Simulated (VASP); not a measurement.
A run of VASP 6.6.1 is set up as follows.

The input INCAR:

```
  PREC = Accurate
  ENCUT = 520
  EDIFF = 1E-6
  ISMEAR = 0
  SIGMA = 0.1
  LREAL = False
  LASPH = True
  NELM = 60
  ALGO = Normal
  ISIF = 2
  LWAVE = False
  LCHARG = False
  LDIPOL = True
  IDIPOL = 3
  DIPOL = 0.5 0.5 0.500
  GGA = PE
  NBANDS = 46
  EFIELD = 0.3
```

File KPOINTS:

```
Automatic mesh
0
Gamma
  10 10 1
```

Contents of POSCAR:

```
NbP
1.0
    3.3470468440      0.0000000000      0.0000000000
    0.0000000000      3.3470468440      0.0000000000
    0.0000000000      0.0000000000     25.4844807542
P Nb
4 4
Direct
    0.0000000000      0.0000000000      0.2942967554
    0.5000000000      0.0000000000      0.4064038509
    0.5000000000      0.5000000000      0.5185109463
    0.0000000000      0.5000000000      0.6306180418
    0.0000000000      0.5000000000      0.3693819582
    0.0000000000      0.0000000000      0.4814890537
    0.5000000000      0.0000000000      0.5935961491
    0.5000000000      0.5000000000      0.7057032446
```

Potentials or basis: VASP PAW PBE potentials, release 64 (P, Nb_sv).

The run is started by

```bash
$ cat potpaw_PBE.64/P/POTCAR potpaw_PBE.64/Nb_sv/POTCAR > POTCAR
$ mpirun -np 1 vasp_std > vasp.out
```

Problem. What does it give for the band gap on the k mesh?

Solution. Zero (bands 36 and 37 overlap by 0.07 eV).

Problem. Estimate the largest force.

Solution. 1.230 eV/Å.

Forces on the atoms (eV/Å):
```
P    0.000  0.000  0.575
P    0.000  0.000  0.203
P    0.000  0.000  0.048
P    0.000  0.000  1.200
Nb   0.000  0.000 -0.771
Nb   0.000  0.000  0.078
Nb   0.000  0.000 -0.104
Nb   0.000  0.000 -1.230
```
